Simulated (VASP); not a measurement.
The system is TiO2.

```
Ti O
1.0
    -1.89210    1.89210    4.75730
     1.89210   -1.89210    4.75730
     1.89210    1.89210   -4.75730
Ti O
2 4
Direct
  0.75000 0.25000 0.50000
  0.00000 0.00000 0.00000
  0.79190 0.79190 0.00000
  0.54190 0.04190 0.50000
  0.95810 0.45810 0.50000
  0.20810 0.20810 0.00000
```

- Program: VASP 6.6.1
- Task: relaxation of cell and atoms
- Functional: SVWN5
- Potentials or basis: VASP PAW PBE potentials, release 64 (Ti_sv, O)
- Cutoff: 600 eV
- k mesh: 10 × 10 × 10
- Occupations: fermi-dirac, width 0.05 eV
- Spin: no spin polarisation

At the start: pressure -6.1 GPa; volume 11.35 Å³/atom.

How do energy, volume and symmetry change on relaxing?

Over 6 steps the energy falls by 6.1 meV/atom and the volume is 11.04 Å³/atom (-2.8 %); space group I4_1/amd (No. 141, to 0.1 Å) before and after.

Step by step:
```
step  energy change (eV)  largest force (eV/Å)  pressure (GPa)  volume (Å³)
   1              0.0000                0.1016           -6.06        68.13
   2              0.0317                0.3382            9.31        63.98
   3             -0.0356                0.0758           -0.05        66.34
   4             -0.0356                0.0797            0.01        66.30
   5             -0.0365                0.0245            0.08        66.23
   6             -0.0366                0.0021            0.09        66.25
```

Final structure:
```yaml
crystal:
  lattice:
    - [-1.87185, 1.87185, 4.72679]
    - [1.87185, -1.87185, 4.72679]
    - [1.87185, 1.87185, -4.72679]
  atoms:
    - { symbol: Ti, position: [0.75000, 0.25000, 0.50000] }
    - { symbol: Ti, position: [0.00000, 0.00000, 0.00000] }
    - { symbol: O, position: [0.79186, 0.79186, 0.00000] }
    - { symbol: O, position: [0.54186, 0.04186, 0.50000] }
    - { symbol: O, position: [0.95814, 0.45814, 0.50000] }
    - { symbol: O, position: [0.20814, 0.20814, 0.00000] }
```

Caveat: the PAW data sets were made with another functional, which shifts forces and pressure a little.
